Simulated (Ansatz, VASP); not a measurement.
## Two plane-wave programs on In

```
In
1.0
    -3.89850    3.87216    1.59797
     3.87216   -3.89850    1.59797
     2.15839    2.15839   -1.64621
In
2
Direct
  0.99932 0.00068 0.00000
  0.75068 0.24932 0.50000
```

Alike in both runs: task single point; functional PBEsol; k mesh 13 × 13 × 12; occupations fermi-dirac, width 0.1 eV; no spin polarisation.

|  | VASP | Ansatz |
| --- | --- | --- |
| version | VASP 6.6.1 | Ansatz 0.2.0 |
| potentials or method | VASP PAW PBE potentials, release 64 (In_d), cutoff 520 eV | plane waves (420 eV) with PAW, scalar-relativistic |
| valence electrons in the cell | 26 | 26 |

VASP gave:

```
pressure (GPa)                                                : -1.6
traceless stress, the component that is largest in VASP (GPa) : -0.35
```

Estimate Ansatz's values.

pressure (GPa): -1.5; traceless stress, the component that is largest in VASP (GPa): -0.35.

VASP's potentials were made for PBE, not for PBEsol, and Ansatz warns of the same on its side.
